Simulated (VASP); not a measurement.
The system is Sc.

```
Sc
1.0
     3.30900    0.00000    0.00000
    -1.65450    2.86568    0.00000
     0.00000    0.00000    5.27330
Sc
2
Direct
  0.33333 0.66667 0.25000
  0.66667 0.33333 0.75000
```

| Item | Value |
| --- | --- |
| Program | VASP 6.6.1 |
| Task | relaxation of volume and atoms at fixed shape |
| Functional | LDA |
| Potentials or basis | VASP PAW LDA potentials, release 64 (Sc_sv) |
| Cutoff | 600 eV |
| k mesh | 9 × 9 × 5 |
| Occupations | fermi-dirac, width 0.1 eV |
| Spin | no spin polarisation |

At the start: pressure -5.1 GPa; volume 25.00 Å³/atom.

Question: Where does the relaxation end?

Answer: Over 3 steps the energy falls by 39.8 meV/atom and the volume is 22.65 Å³/atom (-9.4 %); space group P6_3/mmc (No. 194, to 0.1 Å) before and after.

Step by step:
| step | energy change (eV) | largest force (eV/Å) | pressure (GPa) | volume (Å³) |
| --- | --- | --- | --- | --- |
| 1 | 0.0000 | 0.0000 | -5.08 | 50.00 |
| 2 | -0.0766 | 0.0000 | 1.15 | 44.48 |
| 3 | -0.0796 | 0.0000 | 0.01 | 45.30 |

Final structure:
```
Sc
1.0
     3.20186    0.00000    0.00000
    -1.60093    2.77290    0.00000
     0.00000    0.00000    5.10256
Sc
2
Cartesian
  0.0000 1.8486 1.2756
  1.6009 0.9243 3.8269
```
